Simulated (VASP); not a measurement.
A run of VASP 6.6.1:

The input INCAR:

```
PREC = Accurate ; ENCUT = 520
EDIFF = 1E-7 ; ISMEAR = 0
SIGMA = 0.15 ; LREAL = F
LASPH = T ; NELM = 60
ALGO = Fast ; ISIF = 2
LWAVE = F ; LCHARG = T
GGA = CA ; LELF = T
LVHAR = T ; NBANDS = 14
```

KPOINTS

```
Automatic mesh
0
Gamma
  18 18 10
```

File POSCAR:

```
Na
1.0
    3.9766993653      0.0000000000      0.0000000000
   -1.9883496827      3.4439226736      0.0000000000
    0.0000000000      0.0000000000      5.5220895145
Na
2
Direct
    0.3333333333      0.6666666667      0.2500000000
    0.6666666667      0.3333333333      0.7500000000
```

Potentials or basis: VASP PAW LDA potentials, release 64 (Na_pv).

Command:

```bash
$ cat potpaw_LDA.64/Na_pv/POTCAR > POTCAR
$ mpirun -np 1 vasp_std > vasp.out
```

Hardware: 1 thread of Intel(R) Xeon(R) Platinum 8488C (Sapphire Rapids) (shared host).

**Question.** Estimate the wall time of this run.

**Answer.** Wall time 3 min on 1 thread of Intel(R) Xeon(R) Platinum 8488C (Sapphire Rapids), on a shared host, peak memory 0.28 GiB. Counts: scf iterations 15, k points 222.
